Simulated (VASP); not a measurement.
# MgO (P3m1) in VASP: a series of runs

The runs below take MgO through single point, with LDA.

Everything below comes from runs of VASP 6.6.1. Logs are shortened: lines on timing, memory, paths and dates and some standing lists are left out, and cuts for length are marked.

## Step 1: The cell of the first run

Symmetry: P3m1, No. 156, trigonal system. Conventional cell: a = 2.938 Å, b = 2.938 Å, c = 2.680 Å, α = 90.00°, β = 90.00°, γ = 120.00°. Within 2.8 Å of Mg (site symmetry 3m) lie 6 O at 2.12 to 2.21 Å and 2 Mg at 2.68 Å. O (site symmetry 3m) has 6 Mg at 2.12 to 2.21 Å and 2 O at 2.68 Å within 2.8 Å.

## Step 2: Single point, LDA

The input, INCAR:

```
SYSTEM = MgO
  ALGO = Normal
  EDIFF = 1E-6
  ENCUT = 520
  ISIF = 2
  ISMEAR = 0
  LASPH = .True.
  LCHARG = .True.
  LELF = .True.
  LREAL = .False.
  LVHAR = .True.
  LWAVE = .False.
  NBANDS = 11
  NELM = 100
  PREC = Accurate
  SIGMA = 0.05
```

The input, KPOINTS:

```
k-points
0
Gamma
  9 9 8
  0 0 0
```

The input, POSCAR:

```
MgO
1.0
    2.9380209034      0.0000000000      0.0000000000
   -1.4690104517      2.5444007392      0.0000000000
    0.0000000000      0.0000000000      2.6796800000
Mg O
1 1
Direct
    0.0000000000      0.0000000000      0.0000000000
    0.3333333333      0.6666666667      0.4720115835
```

Potentials or basis: VASP PAW LDA potentials, release 64 (Mg, O).

Launch:

```bash
$ cat potpaw_LDA.64/Mg/POTCAR potpaw_LDA.64/O/POTCAR > POTCAR
$ mpirun -np 1 vasp_std > vasp.out
```

OUTCAR:

```text
SYSTEM = MgO
   EDIFF = 1E-6
   ENCUT = 520
   ISIF = 2
   ISMEAR = 0
   LASPH = .True.
   LREAL = .False.
   NELM = 100
   PREC = Accurate

 ion  position               nearest neighbor table
   1  0.000  0.000  0.000-   2 2.12   2 2.12   2 2.12   2 2.21   2 2.21   2 2.21
   2  0.333  0.667  0.472-   1 2.12   1 2.12   1 2.12   1 2.21   1 2.21   1 2.21

  LATTYP: Found a hexagonal cell.
 ALAT       =     2.9380209034
 C/A-ratio  =     0.9120697531

  Lattice vectors:

 A1 = (   2.9380209034,   0.0000000000,   0.0000000000)
 A2 = (  -1.4690104517,   2.5444007392,   0.0000000000)
 A3 = (   0.0000000000,   0.0000000000,   2.6796800000)

Analysis of symmetry for initial positions (statically):
=====================================================================
 Subroutine PRICEL returns:
 Original cell was already a primitive cell.

 Routine SETGRP: Setting up the symmetry group for a
 hexagonal supercell.

 Subroutine GETGRP returns: Found  6 space group operations
 (whereof  6 operations were pure point group operations)
 out of a pool of 24 trial point group operations.

The static configuration has the point symmetry C_3v.

Analysis of symmetry for dynamics (positions and initial velocities):
=====================================================================
 Subroutine PRICEL returns:
 Original cell was already a primitive cell.

 Routine SETGRP: Setting up the symmetry group for a
 hexagonal supercell.

 Subroutine GETGRP returns: Found  6 space group operations
 (whereof  6 operations were pure point group operations)
 out of a pool of 24 trial point group operations.

The dynamic configuration has the point symmetry C_3v.

 Subroutine INISYM returns: Found  6 space group operations
 (whereof  6 operations are pure point group operations),
 and found     1 'primitive' translations

----------------------------------------------------------------------------------------

                                     Primitive cell

  volume of cell :      20.0320

  direct lattice vectors                    reciprocal lattice vectors
     2.938020903  0.000000000  0.000000000     0.340365175  0.196509926  0.000000000
    -1.469010452  2.544400739  0.000000000     0.000000000  0.393019851  0.000000000
     0.000000000  0.000000000  2.679680000     0.000000000  0.000000000  0.373178887

  length of vectors
     2.938020903  2.938020903  2.679680000     0.393019851  0.393019851  0.373178887

  position of ions in fractional coordinates (direct lattice)
     0.000000000  0.000000000  0.000000000
     0.333333333  0.666666667  0.472011583

  ion indices of the primitive-cell ions
   primitive index   ion index
                 1           1
                 2           2
[... 78 lines left out ...]
   ISIF   =      2    stress and relaxation
   ISYM   =      2    0-nonsym 1-usesym 2-fastsym
   POTIM  = 0.5000    time-step for ionic-motion
   TEBEG  =    0.0;   TEEND  =   0.0 temperature during run
   PSTRESS=    0.0 pullay stress
   NELECT =       8.0000    total number of electrons
   NUPDOWN=      -1.0000    fix difference up-down
   EMIN   =  10.00;   EMAX   =-10.00  energy-range for DOS
   EFERMI =   0.00;   METHOD = LEGACY
   ISMEAR =     0;   SIGMA  =   0.05  broadening in eV -4-tet -1-fermi 0-gaus
   EFERMI_NEDOS =   21; number of points for ismear=-14 and -15
   IALGO  =     38    algorithm
   IMIX   =      4    mixing-type and parameters
     AMIX     =   0.40;   BMIX     =  1.00
     AMIX_MAG =   1.60;   BMIX_MAG =  1.00
  volume/ion in A,a.u.               =      10.02        67.59
  Fermi-wavevector in a.u.,A,eV,Ry     =   1.205583  2.278221 19.775115  1.453430
  Thomas-Fermi vector in A             =   2.341275
   LORBIT       =      0    0 simple, 1 ext, 2 COOP (PROOUT), +10 PAW based schemes
   GGA     = CA    functional components
   LHFCALC =     F    Hartree Fock is set to
   AEXX    =    0.0000 exact exchange contribution
   IVDW    =     0    specifies the selected vdW correction
   LEPSILON=     F    determine dielectric tensor
   LRPA    =     F    only Hartree local field effects (RPA)
 non-spin polarized calculation
 Gauss-broadening in eV      SIGMA  =   0.05
  energy-cutoff  :      520.00
  volume of cell :       20.03
 maximum number of plane-waves:       562
 NGX is ok and might be reduce to    24
   NGX = 11   NGY = 11   NGZ =  9

 number of electron       7.9999996 magnetization

 Free energy of the ion-electron system (eV)
  ---------------------------------------------------
  ext. energy  EPLUGINS =         0.00000000
  ---------------------------------------------------
  free energy    TOTEN  =       -12.66765472 eV

  energy without entropy =      -12.66765472  energy(sigma->0) =      -12.66765472

 E-fermi :   3.2977     XC(G=0): -11.2291

 val. band max:        2.9924843128   @ k =   0.3333   0.3333   0.0000
 cond. band min:       5.9298792789   @ k =   0.0000   0.0000   0.0000
 fundamental gap:      2.9373949661
 Fermi energy:         3.2977359276

 k-point     1 :       0.0000    0.0000    0.0000
  band No.  band energies     occupation
      1     -14.1791      2.00000
      2       2.3717      2.00000
      3       2.3717      2.00000
      4       2.5761      2.00000
      5       5.9299      0.00000
      6      14.6533      0.00000
      7      18.2832      0.00000
      8      18.2832      0.00000
      9      22.2877      0.00000
     10      23.9126      0.00000
     11      25.1639      0.00000
[... 309 lines left out ...]
 k-point    24 :      -0.1111    0.3333    0.1250
  band No.  band energies     occupation
      1     -13.4049      2.00000
      2      -0.4517      2.00000
      3       1.7188      2.00000
      4       2.0419      2.00000
      5       9.2600      0.00000
      6      13.5465      0.00000
      7      17.0228      0.00000
      8      18.8990      0.00000
      9      21.4552      0.00000
     10      23.6476      0.00000
     11      26.6883      0.00000

 [... further k-points ...]
[... 5 lines left out ...]
  --------------------------------------------------------------------------------------
  -------------------------------------------------------------------------------------
  Total       -1.2518892     -1.2518892     -1.4266180      0.0000000      0.0000000      0.0000000
  in kB     -100.1274502   -100.1274502   -114.1024426      0.0000000      0.0000000      0.0000000
  external PRESSURE =    -104.7857810 kB  Pullay stress =       0.0000000 kB

 VOLUME and BASIS-vectors are now :
 -----------------------------------------------------------------------------
  energy-cutoff  :      520.00
  volume of cell :       20.03
      direct lattice vectors                 reciprocal lattice vectors
     2.938020903  0.000000000  0.000000000     0.340365175  0.196509926  0.000000000
    -1.469010452  2.544400739  0.000000000     0.000000000  0.393019851  0.000000000
     0.000000000  0.000000000  2.679680000     0.000000000  0.000000000  0.373178887

 POSITION                                       TOTAL-FORCE (eV/Angst)
 -----------------------------------------------------------------------------------
      0.00000      0.00000      0.00000        -0.000000     -0.000000     -0.217511
     -0.00000      1.69627      1.26484         0.000000      0.000000      0.217511
 -----------------------------------------------------------------------------------
    total drift:                                0.000000     -0.000000      0.000240

  FREE ENERGIE OF THE ION-ELECTRON SYSTEM (eV)
  ---------------------------------------------------
  free  energy   TOTEN  =       -12.6676547227 eV

  energy  without entropy=      -12.6676547227  energy(sigma->0) =      -12.66765472
```

OSZICAR:

```text
N       E                     dE             d eps       ncg     rms          rms(c)
DAV:   1     0.105653901753E+02    0.10565E+02   -0.45300E+03  2070   0.632E+02
DAV:   2    -0.139062508390E+02   -0.24472E+02   -0.24076E+02  2063   0.131E+02
DAV:   3    -0.144260875800E+02   -0.51984E+00   -0.51946E+00  2113   0.162E+01
DAV:   4    -0.144273460205E+02   -0.12584E-02   -0.12584E-02  1908   0.912E-01
DAV:   5    -0.144273502171E+02   -0.41966E-05   -0.41966E-05  2133   0.488E-02    0.720E+00
DAV:   6    -0.127638095696E+02    0.16635E+01   -0.98885E+00  1815   0.165E+01    0.246E+00
DAV:   7    -0.127035041096E+02    0.60305E-01   -0.10357E-01  1970   0.261E+00    0.134E+00
DAV:   8    -0.126683312188E+02    0.35173E-01   -0.53707E-02  1833   0.211E+00    0.268E-01
DAV:   9    -0.126679472012E+02    0.38402E-03   -0.34320E-04  2131   0.142E-01    0.189E-01
DAV:  10    -0.126676583256E+02    0.28888E-03   -0.63112E-04  1887   0.226E-01    0.149E-02
DAV:  11    -0.126676550163E+02    0.33092E-05   -0.88683E-06  2009   0.169E-02    0.665E-03
DAV:  12    -0.126676547227E+02    0.29360E-06   -0.20406E-06  1028   0.109E-02
   1 F= -.12667655E+02 E0= -.12667655E+02  d E =-.575788E-20
```

Wall time 19 s (1 thread of Intel Xeon 8259CL, shared host); peak memory 0.13 GiB.

What came out:

| Quantity | Value |
| --- | --- |
| Free energy | -12.6677 eV |
| Pressure | -10.5 GPa |
| Largest force | 0.218 eV/Å |
| Band gap on the k mesh | 2.94 eV, indirect (least direct gap 3.35 eV) |

Forces in eV/Å, atoms in the order of the input:
```
Mg   0.000  0.000 -0.218
O    0.000  0.000  0.218
```

Stress tensor (GPa, compression positive):
```
-10.01   0.00   0.00
  0.00 -10.01   0.00
  0.00   0.00 -11.41
```

Levels at points of the mesh, in eV from the valence-band top:
| k point | band 2 | band 3 | band 4 | band 5 | band 6 | band 7 |
| --- | --- | --- | --- | --- | --- | --- |
| (0.00, 0.00, 0.00) | -0.62 | -0.62 | -0.42 | 2.94 | 11.66 | 15.29 |
| (0.00, 0.00, 0.50) | -5.43 | -0.11 | -0.11 | 8.14 | 8.87 | 17.29 |

Caveat: the cell differs from its parent crystal (all O atoms moved +0.075 Å, as atom 2 towards its neighbour atom 2 (O) at 2.680 Å). A k mesh can miss the band edges.

## Step 3: Single point, LDA

The input, INCAR:

```
PREC = Accurate ; ENCUT = 520
EDIFF = 1E-6 ; ISMEAR = 0
SIGMA = 0.05 ; LREAL = False
LASPH = True ; NELM = 60
ALGO = Normal ; ISIF = 2
LWAVE = False ; LCHARG = False
GGA = CA ; NBANDS = 11
```

The input, KPOINTS:

```
regular mesh
0
Gamma
  9 9 8
```

POSCAR: that of step 2 with these lines changed.

```diff
@@ -9,2 +9,2 @@
     0.0000000000      0.0000000000      0.0000000000
-    0.3333333333      0.6666666667      0.4720115835
+    0.3333333333      0.6666666667      0.4906705278
```

Potentials or basis: VASP PAW LDA potentials, release 64 (Mg, O).

Launch:

```bash
$ cat potpaw_LDA.64/Mg/POTCAR potpaw_LDA.64/O/POTCAR > POTCAR
$ mpirun -np 1 vasp_std > vasp.out
```

OUTCAR:

```text
PREC = Accurate
   ENCUT = 520
   EDIFF = 1E-6
   ISMEAR = 0
   LREAL = False
   LASPH = True
   NELM = 60
   ISIF = 2
   GGA = CA

 ion  position               nearest neighbor table
   1  0.000  0.000  0.000-   2 2.15   2 2.15   2 2.15   2 2.18   2 2.18   2 2.18
   2  0.333  0.667  0.491-   1 2.15   1 2.15   1 2.15   1 2.18   1 2.18   1 2.18

  LATTYP: Found a hexagonal cell.
 ALAT       =     2.9380209034
 C/A-ratio  =     0.9120697531

  Lattice vectors:

 A1 = (   2.9380209034,   0.0000000000,   0.0000000000)
 A2 = (  -1.4690104517,   2.5444007392,   0.0000000000)
 A3 = (   0.0000000000,   0.0000000000,   2.6796800000)

Analysis of symmetry for initial positions (statically):
=====================================================================
 Subroutine PRICEL returns:
 Original cell was already a primitive cell.

 Routine SETGRP: Setting up the symmetry group for a
 hexagonal supercell.

 Subroutine GETGRP returns: Found  6 space group operations
 (whereof  6 operations were pure point group operations)
 out of a pool of 24 trial point group operations.

The static configuration has the point symmetry C_3v.

[... 165 lines left out ...]
 fundamental gap:      2.9440064890
 Fermi energy:         3.2921351794

 k-point     1 :       0.0000    0.0000    0.0000
  band No.  band energies     occupation
      1     -14.1750      2.00000
      2       2.3818      2.00000
      3       2.3818      2.00000
      4       2.5795      2.00000
      5       5.9328      0.00000
      6      14.6203      0.00000
      7      18.2822      0.00000
      8      18.2822      0.00000
      9      22.5727      0.00000
     10      23.6034      0.00000
     11      25.1505      0.00000
[... 309 lines left out ...]
 k-point    24 :      -0.1111    0.3333    0.1250
  band No.  band energies     occupation
      1     -13.3997      2.00000
      2      -0.4463      2.00000
      3       1.7261      2.00000
      4       2.0387      2.00000
      5       9.2588      0.00000
      6      13.6059      0.00000
      7      17.0086      0.00000
      8      18.8493      0.00000
      9      21.3231      0.00000
     10      23.7526      0.00000
     11      26.7331      0.00000

 [... further k-points ...]
[... 5 lines left out ...]
  --------------------------------------------------------------------------------------
  -------------------------------------------------------------------------------------
  Total       -1.2995683     -1.2995683     -1.4949606     -0.0000000      0.0000000      0.0000000
  in kB     -103.9408735   -103.9408735   -119.5685600     -0.0000000      0.0000000      0.0000000
  external PRESSURE =    -109.1501023 kB  Pullay stress =       0.0000000 kB

 VOLUME and BASIS-vectors are now :
 -----------------------------------------------------------------------------
  energy-cutoff  :      520.00
  volume of cell :       20.03
      direct lattice vectors                 reciprocal lattice vectors
     2.938020903  0.000000000  0.000000000     0.340365175  0.196509926  0.000000000
    -1.469010452  2.544400739  0.000000000     0.000000000  0.393019851  0.000000000
     0.000000000  0.000000000  2.679680000     0.000000000  0.000000000  0.373178887

 POSITION                                       TOTAL-FORCE (eV/Angst)
 -----------------------------------------------------------------------------------
      0.00000      0.00000      0.00000         0.000000     -0.000000     -0.072121
     -0.00000      1.69627      1.31484        -0.000000      0.000000      0.072121
 -----------------------------------------------------------------------------------
    total drift:                                0.000000     -0.000000      0.000098

  FREE ENERGIE OF THE ION-ELECTRON SYSTEM (eV)
  ---------------------------------------------------
  free  energy   TOTEN  =       -12.6748872951 eV

  energy  without entropy=      -12.6748872951  energy(sigma->0) =      -12.67488730
```

It took 16 s on 1 thread of Intel Xeon 8259CL, shared host; peak memory 0.14 GiB.

What came out:

```
Free energy            : -12.6749 eV
Pressure               : -10.9 GPa
Largest force          : 0.072 eV/Å
Band gap on the k mesh : 2.94 eV, indirect (least direct gap 3.35 eV)
```

Forces in eV/Å, atoms in the order of the input:
```
Mg   0.000  0.000 -0.072
O    0.000  0.000  0.072
```

Stress tensor (GPa, compression positive):
```
-10.39   0.00   0.00
  0.00 -10.39   0.00
  0.00   0.00 -11.96
```

Caveat: the cell differs from its parent crystal (all O atoms moved +0.025 Å, as atom 2 towards its neighbour atom 2 (O) at 2.680 Å). A k mesh can miss the band edges.
